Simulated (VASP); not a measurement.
# Ir (Pmma) in VASP: further runs

The runs below take Ir through single point, with LDA.

All numbers are computed with VASP 6.6.1; they aren't measurements. Logs are shortened: lines on timing, memory, paths and dates and some standing lists are left out, and cuts for length are marked.

### Step 1. The cell of the first run

Symmetry: Pmma, No. 51, orthorhombic system. Conventional cell: a = 12.238 Å, b = 2.233 Å, c = 7.193 Å, α = 90.00°, β = 90.00°, γ = 90.00°. Ir (site symmetry mm2) has 2 Ir at 2.23 Å within 3.0 Å.

### Step 2. Single point, LDA

The input, INCAR:

```
ALGO = Normal ; EDIFF = 1E-6
ENCUT = 520 ; ISIF = 2
ISMEAR = 1 ; LASPH = True
LCHARG = False ; LREAL = False
LWAVE = False ; NBANDS = 16
NELM = 60 ; PREC = Accurate
SIGMA = 0.15
```

The input, KPOINTS:

```
k-points
0
Gamma
  1 4 2
```

The input, POSCAR:

```
Ir
1.0
   12.2384552500      0.0000000000      0.0000000000
    0.0000000000      2.2334312600      0.0000000000
    0.0000000000      0.0000000000      7.1930008000
Ir
2
Direct
    0.2500000000      0.0000000000      0.1639884000
    0.7500000000      0.0000000000      0.8360116000
```

Potentials or basis: VASP PAW LDA potentials, release 64 (Ir).

The run is started by

```sh
$ cat potpaw_LDA.64/Ir/POTCAR > POTCAR
$ mpirun -np 1 vasp_std > vasp.out
```

OUTCAR:

```text
EDIFF = 1E-6
   ENCUT = 520
   ISIF = 2
   ISMEAR = 1
   LASPH = True
   LREAL = False
   NELM = 60
   PREC = Accurate

 ion  position               nearest neighbor table
   1  0.250  0.000  0.164-
   2  0.750  0.000  0.836-

  LATTYP: Found a simple orthorhombic cell.
 ALAT       =     2.2334312600
 B/A-ratio  =     3.2206054105
 C/A-ratio  =     5.4796650648

  Lattice vectors:

 A1 = (   0.0000000000,   2.2334312600,   0.0000000000)
 A2 = (   0.0000000000,   0.0000000000,   7.1930008000)
 A3 = (  12.2384552500,   0.0000000000,   0.0000000000)

Analysis of symmetry for initial positions (statically):
=====================================================================
 Subroutine PRICEL returns:
 Original cell was already a primitive cell.

 Routine SETGRP: Setting up the symmetry group for a
 simple orthorhombic supercell.

 Subroutine GETGRP returns: Found  8 space group operations
 (whereof  4 operations were pure point group operations)
 out of a pool of  8 trial point group operations.

The static configuration has the point symmetry C_2h.
 The point group associated with its full space group is D_2h.

Analysis of symmetry for dynamics (positions and initial velocities):
=====================================================================
 Subroutine PRICEL returns:
 Original cell was already a primitive cell.

 Routine SETGRP: Setting up the symmetry group for a
 simple orthorhombic supercell.

 Subroutine GETGRP returns: Found  8 space group operations
 (whereof  4 operations were pure point group operations)
 out of a pool of  8 trial point group operations.

The dynamic configuration has the point symmetry C_2h.
 The point group associated with its full space group is D_2h.

 Subroutine INISYM returns: Found  8 space group operations
 (whereof  4 operations are pure point group operations),
 and found     1 'primitive' translations

----------------------------------------------------------------------------------------

                                     Primitive cell

  volume of cell :     196.6117

  direct lattice vectors                    reciprocal lattice vectors
    12.238455250  0.000000000  0.000000000     0.081709659  0.000000000  0.000000000
     0.000000000  2.233431260  0.000000000     0.000000000  0.447741562  0.000000000
     0.000000000  0.000000000  7.193000800     0.000000000  0.000000000  0.139024036

  length of vectors
    12.238455250  2.233431260  7.193000800     0.081709659  0.447741562  0.139024036

  position of ions in fractional coordinates (direct lattice)
     0.250000000  0.000000000  0.163988400
     0.750000000  0.000000000  0.836011600

  ion indices of the primitive-cell ions
   primitive index   ion index
                 1           1
                 2           2

----------------------------------------------------------------------------------------

 KPOINTS: k-points

Automatic generation of k-mesh.
 Grid dimensions read from file:
 generate k-points for:    1    4    2

 Generating k-lattice:

  Cartesian coordinates                     Fractional coordinates (reciprocal lattice)
     0.081709659  0.000000000  0.000000000     1.000000000  0.000000000  0.000000000
     0.000000000  0.111935390  0.000000000     0.000000000  0.250000000  0.000000000
     0.000000000  0.000000000  0.069512018     0.000000000  0.000000000  0.500000000

  Length of vectors
     0.081709659  0.111935390  0.069512018

  Shift w.r.t. Gamma in fractional coordinates (k-lattice)
     0.000000000  0.000000000  0.000000000

 Subroutine IBZKPT returns following result:
 ===========================================

 Found      6 irreducible k-points:

 Following reciprocal coordinates:
            Coordinates               Weight
  0.000000  0.000000  0.000000      1.000000
  0.000000  0.250000  0.000000      2.000000
  0.000000  0.500000  0.000000      1.000000
  0.000000  0.000000  0.500000      1.000000
  0.000000  0.250000  0.500000      2.000000
  0.000000  0.500000  0.500000      1.000000
   k-points           NKPTS =      6   k-points in BZ     NKDIM =      6   number of bands    NBANDS=     16
   number of dos      NEDOS =    301   number of ions     NIONS =      2
   total plane-waves  NPLWV =  93312
   dimension x,y,z NGX =    96 NGY =   18 NGZ =   54
   dimension x,y,z NGXF=   192 NGYF=   36 NGZF=  108
   ions per type =               2
   NGX,Y,Z   is equivalent  to a cutoff of  13.04, 13.40, 12.48 a.u.
   NGXF,Y,Z  is equivalent  to a cutoff of  26.08, 26.80, 24.96 a.u.
 SYSTEM =  unknown system
   PREC   = accura    normal or accurate (medium, high low for compatibility)
   ISTART =      0    job   : 0-new  1-cont  2-samecut
   ICHARG =      2    charge: 1-file 2-atom 10-const
   ISPIN  =      1    spin polarized calculation?
   LNONCOLLINEAR =      F non collinear calculations
   LSORBIT =      F    spin-orbit coupling
   LASPH  =      T    aspherical Exc in radial PAW
   ENCUT  =  520.0 eV  38.22 Ry    6.18 a.u.  22.76  4.15 13.37*2*pi/ulx,y,z
   NELM   =     60;   NELMIN=  2; NELMDL= -5     # of ELM steps
   EDIFF  = 0.1E-05   stopping-criterion for ELM
   LREAL  =      F    real-space projection
   EDIFFG = 0.1E-04   stopping-criterion for IOM
   NSW    =      0    number of steps for IOM
   IBRION =     -1    ionic relax: 0-MD 1-quasi-New 2-CG
   NFREE  =      0    steps in history (QN), initial steepest desc. (CG)
   ISIF   =      2    stress and relaxation
   ISYM   =      2    0-nonsym 1-usesym 2-fastsym
   POTIM  = 0.5000    time-step for ionic-motion
   TEBEG  =    0.0;   TEEND  =   0.0 temperature during run
   PSTRESS=    0.0 pullay stress
   NELECT =      18.0000    total number of electrons
   NUPDOWN=      -1.0000    fix difference up-down
   EMIN   =  10.00;   EMAX   =-10.00  energy-range for DOS
   EFERMI =   0.00;   METHOD = LEGACY
   ISMEAR =     1;   SIGMA  =   0.15  broadening in eV -4-tet -1-fermi 0-gaus
   EFERMI_NEDOS =   21; number of points for ismear=-14 and -15
   IALGO  =     38    algorithm
   IMIX   =      4    mixing-type and parameters
     AMIX     =   0.40;   BMIX     =  1.00
     AMIX_MAG =   1.60;   BMIX_MAG =  1.00
  volume/ion in A,a.u.               =      98.31       663.40
  Fermi-wavevector in a.u.,A,eV,Ry     =   0.737841  1.394317  7.407131  0.544409
  Thomas-Fermi vector in A             =   1.831619
   LORBIT       =      0    0 simple, 1 ext, 2 COOP (PROOUT), +10 PAW based schemes
   GGA     = CA    functional components
   LHFCALC =     F    Hartree Fock is set to
   AEXX    =    0.0000 exact exchange contribution
   IVDW    =     0    specifies the selected vdW correction
   LEPSILON=     F    determine dielectric tensor
   LRPA    =     F    only Hartree local field effects (RPA)
 non-spin polarized calculation
 Methfessel and Paxton  Order N= 1 SIGMA  =   0.15
  energy-cutoff  :      520.00
  volume of cell :      196.61
 maximum number of plane-waves:      5340
 NGX is ok and might be reduce to    90
   NGX = 45   NGY =  9   NGZ = 27

 number of electron      17.9999999 magnetization

 Free energy of the ion-electron system (eV)
  ---------------------------------------------------
  ext. energy  EPLUGINS =         0.00000000
  ---------------------------------------------------
  free energy    TOTEN  =       -12.16764076 eV

  energy without entropy =      -12.19319168  energy(sigma->0) =      -12.17615774

 E-fermi :  -4.4657     XC(G=0):  -4.3702

 val. band max:       -4.5856383652   @ k =   0.0000   0.2500   0.5000
 cond. band min:      -4.3282853193   @ k =   0.0000   0.5000   0.0000
 fundamental gap:      0.2573530459
 Fermi energy:        -4.4657047261

 k-point     1 :       0.0000    0.0000    0.0000
  band No.  band energies     occupation
      1     -10.9687      2.00000
      2     -10.9682      2.00000
      3      -6.1978      2.00000
      4      -6.1428      2.00000
      5      -5.9554      2.00000
      6      -5.9525      2.00000
[... 8 lines left out ...]
     15      -0.6682      0.00000
     16      -0.5615      0.00000

 k-point     2 :       0.0000    0.2500    0.0000
  band No.  band energies     occupation
      1      -6.0845      2.00000
      2      -6.0799      2.00000
      3      -6.0793      2.00000
      4      -6.0780      2.00000
      5      -5.8558      2.00000
      6      -5.8556      2.00000
[... 8 lines left out ...]
     15       2.5618      0.00000
     16       2.7242      0.00000

 k-point     3 :       0.0000    0.5000    0.0000
  band No.  band energies     occupation
      1      -8.5328      2.00000
      2      -8.5320      2.00000
      3      -8.5319      2.00000
      4      -8.5319      2.00000
      5      -4.3283     -0.02818
      6      -4.3279     -0.02903
[... 8 lines left out ...]
     15       6.9127      0.00000
     16       7.0315      0.00000

 k-point     4 :       0.0000    0.0000    0.5000
  band No.  band energies     occupation
      1     -10.9685      2.00000
      2     -10.9681      2.00000
      3      -6.1720      2.00000
      4      -6.1306      2.00000
      5      -5.9525      2.00000
      6      -5.9513      2.00000
[... 8 lines left out ...]
     15      -1.0418      0.00000
     16      -0.6537      0.00000

 k-point     5 :       0.0000    0.2500    0.5000
  band No.  band energies     occupation
      1      -6.0838      2.00000
      2      -6.0821      2.00000
      3      -6.0820      2.00000
      4      -6.0783      2.00000
      5      -5.8557      2.00000
      6      -5.8555      2.00000
[... 8 lines left out ...]
     15       1.9155      0.00000
     16       2.4940      0.00000

 k-point     6 :       0.0000    0.5000    0.5000
  band No.  band energies     occupation
      1      -8.5328      2.00000
      2      -8.5322      2.00000
      3      -8.5322      2.00000
      4      -8.5320      2.00000
      5      -4.3279     -0.02906
      6      -4.3277     -0.02934
[... 8 lines left out ...]
     15       6.4941      0.00000
     16       6.9257      0.00000

------------------------ aborting loop because EDIFF is reached ----------------------------------------

  FORCE on cell =-STRESS in cart. coord.  units (eV):
  Direction    XX          YY          ZZ          XY          YZ          ZX
  --------------------------------------------------------------------------------------
  -------------------------------------------------------------------------------------
  Total       -0.0496901      0.8276441     -0.0314655      0.0000000      0.0000000     -0.0000000
  in kB       -0.4049219      6.7444244     -0.2564108      0.0000000      0.0000000     -0.0000000
  external PRESSURE =       2.0276972 kB  Pullay stress =       0.0000000 kB

 VOLUME and BASIS-vectors are now :
 -----------------------------------------------------------------------------
  energy-cutoff  :      520.00
  volume of cell :      196.61
      direct lattice vectors                 reciprocal lattice vectors
    12.238455250  0.000000000  0.000000000     0.081709659  0.000000000  0.000000000
     0.000000000  2.233431260  0.000000000     0.000000000  0.447741562  0.000000000
     0.000000000  0.000000000  7.193000800     0.000000000  0.000000000  0.139024036

 POSITION                                       TOTAL-FORCE (eV/Angst)
 -----------------------------------------------------------------------------------
      3.05961      0.00000      1.17957        -0.000000      0.000000     -0.001656
      9.17884      0.00000      6.01343         0.000000      0.000000      0.001656
 -----------------------------------------------------------------------------------
    total drift:                                0.000000      0.000000     -0.000000

  FREE ENERGIE OF THE ION-ELECTRON SYSTEM (eV)
  ---------------------------------------------------
  free  energy   TOTEN  =       -12.1676407646 eV

  energy  without entropy=      -12.1931916829  energy(sigma->0) =      -12.17615774
```

Wall time 11 s (1 thread of Intel Xeon Platinum 8559C (Emerald Rapids), shared host); peak memory 0.22 GiB.

What came out:

```yaml
Free_energy: -12.1676 eV
Pressure: 0.2 GPa
Band_gap_on_the_k_mesh: zero (band 9 reaches -1.54 eV, above the bottom of band 10 at -5.20 eV)
```

Levels at points of the mesh, in eV from the Fermi level:
```tsv
k point	band 4	band 5	band 6	band 7	band 8	band 9	band 10	band 11	band 12	band 13
(0.00, 0.00, 0.00)	-1.68	-1.49	-1.49	-1.48	-1.48	2.92	2.92	2.92	2.92	3.24
(0.00, 0.50, 0.00)	-4.07	0.14	0.14	0.14	0.14	1.52	1.53	6.64	6.71	10.77
(0.00, 0.00, 0.50)	-1.66	-1.49	-1.49	-1.48	-1.48	2.92	2.92	2.92	2.92	3.35
(0.00, 0.50, 0.50)	-4.07	0.14	0.14	0.14	0.14	1.52	1.53	6.67	6.72	10.89
```

Caveat: the k points lie up to 0.70 Å⁻¹ apart; spin-orbit coupling is left out, which moves the levels of the heavy elements.

(Continued in part 2 of 2.)
